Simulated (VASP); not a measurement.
# Fe (Im-3m) in VASP: notebook, part 2 of 2

VASP 6.6.1.

### Step 3. Electric field gradients, LDA, collinear spin, ferromagnetic start

This run uses another cell than the first one, of 12.02 Å³/atom.

The input, INCAR:

```
SYSTEM = Fe
ALGO = Fast
EDIFF = 1E-8
ENCUT = 520
GGA = CA
ISIF = 2
ISMEAR = 0
ISPIN = 2
LASPH = .True.
LCHARG = .False.
LEFG = .True.
LMAXMIX = 4
LORBIT = 11
LREAL = .False.
LWAVE = .False.
MAGMOM = 2.18
NBANDS = 14
NELM = 150
PREC = Accurate
SIGMA = 0.05
```

The input, KPOINTS:

```
k-points
0
Gamma
  22 22 22
  0 0 0
```

The input, POSCAR:

```
Fe
1.0
   -1.4430000000      1.4430000000      1.4430000000
    1.4430000000     -1.4430000000      1.4430000000
    1.4430000000      1.4430000000     -1.4430000000
Fe
1
Direct
    0.0000000000      0.0000000000      0.0000000000
```

Potentials or basis: VASP PAW LDA potentials, release 64 (Fe).

Run with:

```bash
> cat potpaw_LDA.64/Fe/POTCAR > POTCAR
> mpirun -np 1 vasp_std > vasp.out
```

OUTCAR:

```text
SYSTEM = Fe
   EDIFF = 1E-8
   ENCUT = 520
   GGA = CA
   ISIF = 2
   ISMEAR = 0
   ISPIN = 2
   LASPH = .True.
   LORBIT = 11
   LREAL = .False.
   NELM = 150
   PREC = Accurate

 ion  position               nearest neighbor table
   1  0.000  0.000  0.000-

  LATTYP: Found a body centered cubic cell.
 ALAT       =     2.8860000000

  Lattice vectors:

 A1 = (  -1.4430000000,   1.4430000000,   1.4430000000)
 A2 = (   1.4430000000,  -1.4430000000,   1.4430000000)
[... 1050 lines left out ...]

 Electric field gradients (V/A^2)
---------------------------------------------------------------------
 ion       V_xx      V_yy      V_zz      V_xy      V_xz      V_yz
---------------------------------------------------------------------
   1      -0.000    -0.000    -0.000    -0.002    -0.002    -0.002
---------------------------------------------------------------------

 Electric field gradients after diagonalization (V/A^2)
 (convention: |V_zz| > |V_xx| > |V_yy|)
----------------------------------------------------------------------
 ion       V_xx      V_yy      V_zz     asymmetry (V_yy - V_xx)/ V_zz
----------------------------------------------------------------------
   1       0.002     0.002    -0.003       0.000
----------------------------------------------------------------------

           NMR quadrupolar parameters

 Cq : quadrupolar parameter    Cq=e*Q*V_zz/h
 eta: asymmetry parameters     (V_yy - V_xx)/ V_zz
 Q  : nuclear electric quadrupole moment in mb (millibarn)
----------------------------------------------------------------------
 ion       Cq(MHz)       eta       Q (mb)
----------------------------------------------------------------------
   1      -0.000       0.000       1.000
----------------------------------------------------------------------

 total charge

# of ion       s       p       d       tot
------------------------------------------
    1        0.466   0.485   6.219   7.171

 magnetization (x)

# of ion       s       p       d       tot
------------------------------------------
    1       -0.011  -0.032   2.233   2.190
```

OSZICAR:

```text
N       E                     dE             d eps       ncg     rms          rms(c)
DAV:   1     0.203265684397E+02    0.20327E+02   -0.37747E+03 20052   0.694E+02
DAV:   2    -0.936340969138E+01   -0.29690E+02   -0.27353E+02 19928   0.128E+02
DAV:   3    -0.103116785832E+02   -0.94827E+00   -0.93756E+00 22496   0.236E+01
DAV:   4    -0.103153159952E+02   -0.36374E-02   -0.36370E-02 21230   0.130E+00
DAV:   5    -0.103153373851E+02   -0.21390E-04   -0.21390E-04 22610   0.104E-01    0.110E+01
RMM:   6    -0.921370318417E+01    0.11016E+01   -0.17984E+00 23209   0.150E+01    0.723E+00
RMM:   7    -0.909136917820E+01    0.12233E+00   -0.98983E-02 23298   0.377E+00    0.375E+00
RMM:   8    -0.907842410759E+01    0.12945E-01   -0.67151E-03 23719   0.658E-01    0.117E+00
RMM:   9    -0.907059740172E+01    0.78267E-02   -0.95790E-04 23746   0.237E-01    0.390E-01
RMM:  10    -0.906978365869E+01    0.81374E-03   -0.59614E-04 23628   0.307E-01    0.126E-01
RMM:  11    -0.906981728139E+01   -0.33623E-04   -0.51180E-05 24744   0.620E-02    0.573E-02
RMM:  12    -0.906982046880E+01   -0.31874E-05   -0.11630E-05 24466   0.278E-02    0.197E-02
RMM:  13    -0.906982157855E+01   -0.11098E-05   -0.26620E-06 24369   0.127E-02    0.105E-02
RMM:  14    -0.906982176667E+01   -0.18811E-06   -0.61651E-07 25325   0.518E-03    0.149E-03
RMM:  15    -0.906982175906E+01    0.76094E-08   -0.68624E-08 22240   0.163E-03
   1 F= -.90698218E+01 E0= -.90690962E+01  d E =-.145109E-02  mag=     2.2109
```

stdout:

```text
POSCAR found type information on POSCAR Fe
 POSCAR found :  1 types and       1 ions
 scaLAPACK will be used
 LDA part: xc-table for (Slater(with rela. corr.)+CA(PZ))
[... 43 lines left out ...]
 num prob  num prob  num prob  num prob  num prob  num prob  num prob  num prob  num prob  num prob  num prob  num prob  num prob  num prob  num prob  num prob  num prob  num prob  num prob WARNING in EDDRMM: call to ZHEGV failed, returncode =   8  4     12
 num prob  num prob  num prob  num prob  num prob  num prob  num prob  num prob  num prob  num prob  num prob  num prob  num prob  num prob  num prob  num prob  num prob  num prob  num prob  num prob  num prob  num prob  num prob  num prob  num prob  num prob  num prob  num prob WARNING in EDDRMM: call to ZHEGV failed, returncode =   6  3     12
 num prob  num prob  num prob RMM:  15    -0.906982175906E+01    0.76094E-08   -0.68624E-08 22240   0.163E-03
ion   1
```

It took 1.7 min on 1 thread of Intel Xeon Platinum 8375C at 2.90GHz (Ice Lake), shared host; peak memory 0.19 GiB.

What came out:

| Quantity | Value |
| --- | --- |
| Free energy | -9.0698 eV |
| Pressure | -26.2 GPa |
| Net moment | 2.21 μB per cell |
| Site moments | Fe +2.19 μB |
| Largest electric field gradient by atom | zero within the noise of the run |
| Valence electrons inside the program's atomic spheres | Fe 7.17 |

Levels at points of the mesh, in eV from the Fermi level:
Spin up:
| k point | band 3 | band 4 | band 5 | band 6 | band 7 | band 8 |
| --- | --- | --- | --- | --- | --- | --- |
| (0.00, 0.00, 0.00) | -2.16 | -2.16 | -0.92 | -0.92 | 24.34 | 24.34 |
| (0.50, 0.00, 0.00) | -0.90 | -0.75 | 0.35 | 0.46 | 6.87 | 17.79 |
| (0.50, 0.50, 0.50) | 0.10 | 0.10 | 0.10 | 9.42 | 9.42 | 9.42 |
Spin down:
| k point | band 1 | band 2 | band 3 | band 4 | band 5 | band 6 |
| --- | --- | --- | --- | --- | --- | --- |
| (0.00, 0.00, 0.00) | -7.81 | -0.34 | -0.34 | -0.34 | 1.38 | 1.38 |
| (0.50, 0.00, 0.00) | -3.36 | -1.51 | 0.81 | 1.29 | 1.60 | 2.44 |
| (0.50, 0.50, 0.50) | -2.83 | -2.83 | 2.16 | 2.16 | 2.16 | 9.88 |

Caveat: the cell stands under tension.

### Step 4. Single point, LDA, collinear spin, ferromagnetic start

The input, POSCAR:

```
Fe
1.0
   -1.3748523950      1.3748523950      1.3748523950
    1.3748523950     -1.3748523950      1.3748523950
    1.3748523950      1.3748523950     -1.3748523950
Fe
1
Direct
    0.0000000000      0.0000000000      0.0000000000
```

The input, INCAR.step1:

```
PREC = Accurate
ENCUT = 520
EDIFF = 1E-7
ISMEAR = 0
SIGMA = 0.05
LREAL = F
LASPH = T
NELM = 150
ALGO = Fast
ISIF = 2
LWAVE = F
LCHARG = T
ISPIN = 2
MAGMOM = 2.18
LMAXMIX = 4
NBANDS = 14
```

The input, KPOINTS.step1:

```
Automatic mesh
0
Gamma
  22 22 22
```

The input, INCAR.step2:

```
PREC = Accurate
ENCUT = 520
EDIFF = 1E-7
ISMEAR = -5
SIGMA = 0.05
LREAL = F
LASPH = T
NELM = 150
ALGO = Fast
ISIF = 2
LWAVE = F
LCHARG = F
ISPIN = 2
MAGMOM = 2.18
LORBIT = 11
LMAXMIX = 4
NEDOS = 1001
ICHARG = 11
```

The input, KPOINTS.step2:

```
Automatic mesh
0
Gamma
  33 33 33
```

Run with:

```bash
> cat potpaw_LDA.64/Fe/POTCAR > POTCAR
> cp INCAR.step1 INCAR
> cp KPOINTS.step1 KPOINTS
> mpirun -np 1 vasp_std > vasp.out
> cp INCAR.step2 INCAR
> cp KPOINTS.step2 KPOINTS
> mpirun -np 1 vasp_std > vasp.out
```

Wall time 2.6 min (1 thread of Intel Xeon Platinum 8375C at 2.90GHz (Ice Lake), shared host); peak memory 0.4 GiB.

The run converged. Its results:

```
Net moment                                            : 1.94 μB per cell
Site moments                                          : Fe +1.93 μB
Valence electrons inside the program's atomic spheres : Fe 7.48
```

Levels at points of the mesh, in eV from the Fermi level:
Spin up:
| k point | band 2 | band 3 | band 4 | band 5 | band 6 | band 7 | band 8 | band 9 |
| --- | --- | --- | --- | --- | --- | --- | --- | --- |
| (0.00, 0.00, 0.00) | -2.50 | -2.50 | -2.50 | -0.95 | -0.95 | 25.68 | 25.68 | 25.68 |
Spin down:
| k point | band 1 | band 2 | band 3 | band 4 | band 5 | band 6 | band 7 | band 8 |
| --- | --- | --- | --- | --- | --- | --- | --- | --- |
| (0.00, 0.00, 0.00) | -8.73 | -0.93 | -0.93 | -0.93 | 1.14 | 1.14 | 25.85 | 25.85 |

Caveat: tetrahedron occupations give inexact forces and stress in metals.

### Step 5. Overview

| task | cell | k mesh for the DOS | occupations for the DOS | gap on the mesh (eV) | pressure (GPa) | moment (μB) |
| --- | --- | --- | --- | --- | --- | --- |
| electric field gradients | a = 2.381 Å, angles 109.5°, 1 atom | - | - | none | -1.0 | 1.94 |
| electric field gradients | a = 2.499 Å, angles 109.5°, 1 atom | - | - | none | -26.2 | 2.21 |
| single point | a = 2.381 Å, angles 109.5°, 1 atom | 33 × 33 × 33 | tetrahedron | - | - | 1.94 |

Alike in all rows: level LDA; potentials or basis VASP PAW LDA potentials, release 64 (Fe); spin collinear, ferromagnetic start; k mesh 22 × 22 × 22; cutoff (eV) 520; smearing gaussian 0.05 eV.

Caveats: the cell stands under tension (at least some runs); tetrahedron occupations give inexact forces and stress in metals (at least some runs).

Absolute energies hang on the potentials; compare differences alone.
